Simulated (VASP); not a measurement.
The system is BP.

```
P B
1.0
     0.00000    2.22268    2.22268
     2.22268    0.00000    2.22268
     2.22268    2.22268    0.00000
P B
1 1
Direct
  0.75000 0.75000 0.75000
  0.00000 0.00000 0.00000
```

Base run:

| Quantity | Value |
| --- | --- |
| Program | VASP 6.6.1 |
| Functional | PBE |
| Potentials or basis | VASP PAW PBE potentials, release 64 (P, B) |
| Cutoff | 520 eV |
| k mesh | 10 × 10 × 10 |
| Occupations | fermi-dirac, width 0.05 eV |
| Spin | no spin polarisation |

Its results: band gap on the k mesh 1.15 eV, indirect (least direct gap 3.50 eV); pressure 12.4 GPa.

Question: The run is repeated on the same cell with these changes: functional from PBE to PBEsol. What comes out?

Answer: Band gap on the k mesh 1.05 eV, indirect (least direct gap 3.46 eV); pressure 9.4 GPa.

PBEsol binds more tightly than PBE, so the same cell stands under less pressure.

Caveats: the PAW data sets were made with another functional, which shifts forces and pressure a little (some runs).

A k mesh can miss the band edges.
